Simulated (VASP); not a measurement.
Crystal: B2As3.

```xyz
10
Lattice="5.1000 -3.0150 0.0000 5.1000 3.0150 0.0000 0.0000 0.0000 5.4000" Properties=species:S:1:pos:R:3 pbc="T T T"
B     8.5211    0.9684    3.0591
B     1.6789    0.9684    3.0591
B     8.5211   -0.9684    0.3591
B     1.6789   -0.9684    0.3591
As    5.1000   -1.5226    2.7000
As    2.1308    0.7851    4.9669
As    8.0692    0.7851    4.9669
As    5.1000    1.5226    0.0000
As    8.0692   -0.7851    2.2669
As    2.1308   -0.7851    2.2669
```

| Quantity | Value |
| --- | --- |
| Program | VASP 6.6.1 |
| Task | relaxation of cell and atoms |
| Functional | PBE |
| Potentials or basis | VASP PAW PBE potentials, release 64 (B, As) |
| Cutoff | 600 eV |
| k mesh | 3 × 3 × 3 |
| Occupations | gaussian, width 0.2 eV |
| Spin | no spin polarisation |

At the start: pressure 22.6 GPa; volume 16.61 Å³/atom.

Problem. Where does the relaxation end?

Solution. Over 30 steps the energy falls by 555.4 meV/atom and the volume is 15.66 Å³/atom (-5.7 %); space group Cmc2_1 (No. 36, to 0.1 Å) before and after.

Step by step:
| step | energy change (eV) | largest force (eV/Å) | pressure (GPa) | volume (Å³) |
| --- | --- | --- | --- | --- |
| 1 | 0.0000 | 4.4516 | 22.59 | 166.07 |
| 2 | -1.9962 | 0.6494 | -8.13 | 228.43 |
| 3 | -3.0851 | 1.1190 | -0.65 | 198.92 |
| 4 | -3.0855 | 1.1590 | -0.39 | 198.23 |
| 5 | -3.3387 | 1.0335 | -1.50 | 198.76 |
| 6 | -3.4239 | 0.8888 | -2.26 | 199.14 |
| 7 | -3.5961 | 0.8581 | -2.11 | 196.67 |
| 8 | -3.9817 | 0.9175 | -1.69 | 189.22 |
| 9 | -3.9655 | 1.2455 | -0.05 | 174.19 |
| 10 | -4.0926 | 1.0910 | -1.03 | 181.33 |
| 11 | -4.2703 | 0.7703 | -0.08 | 176.41 |
| 12 | -4.2927 | 0.8596 | 0.59 | 173.96 |
| 13 | -4.5179 | 0.8502 | 0.40 | 171.33 |
| 14 | -5.1425 | 0.7077 | -0.48 | 163.56 |
| 15 | -2.8346 | 6.5733 | 5.79 | 148.64 |
| 16 | -5.1837 | 0.6534 | -0.18 | 162.29 |
| 17 | -5.2084 | 0.9801 | -0.17 | 155.38 |
| 18 | -5.3053 | 0.5572 | -0.35 | 159.35 |
| 19 | -5.3173 | 0.5182 | -0.37 | 158.12 |
| 20 | -5.4276 | 0.6492 | 1.01 | 154.52 |
| 21 | -5.4405 | 0.4556 | 0.52 | 155.36 |
| 22 | -5.5213 | 0.2625 | 0.03 | 155.82 |
| 23 | -5.5216 | 0.2628 | 0.04 | 155.80 |
| 24 | -5.5356 | 0.2202 | -0.28 | 155.96 |
| 25 | -5.5373 | 0.1652 | -0.21 | 155.92 |
| 26 | -5.5428 | 0.1262 | 0.30 | 155.30 |
| 27 | -5.5428 | 0.1226 | 0.36 | 155.23 |
| 28 | -5.5480 | 0.1029 | 0.03 | 155.82 |
| 29 | -5.5508 | 0.1113 | -0.47 | 156.73 |
| 30 | -5.5541 | 0.0798 | -0.28 | 156.56 |

Final structure:
```yaml
crystal:
  lattice:
    - [4.36671, -3.11347, 0.00000]
    - [4.36671, 3.11347, 0.00000]
    - [0.00000, 0.00000, 5.75784]
  atoms:
    - { symbol: B, position: [0.66871, 0.98411, 0.57567] }
    - { symbol: B, position: [0.01589, 0.33129, 0.57567] }
    - { symbol: B, position: [0.98411, 0.66871, 0.07567] }
    - { symbol: B, position: [0.33129, 0.01589, 0.07567] }
    - { symbol: As, position: [0.64880, 0.35120, 0.44138] }
    - { symbol: As, position: [0.99671, 0.30305, 0.93994] }
    - { symbol: As, position: [0.69695, 0.00329, 0.93994] }
    - { symbol: As, position: [0.35120, 0.64880, 0.94138] }
    - { symbol: As, position: [0.00329, 0.69695, 0.43994] }
    - { symbol: As, position: [0.30305, 0.99671, 0.43994] }
```

Caveat: the k points lie up to 0.41 Å⁻¹ apart in the final cell, too coarse for converged energies and pressures of a metal; the relaxation stopped at a loose force limit of 0.08 eV/Å, so its end isn't a converged minimum.
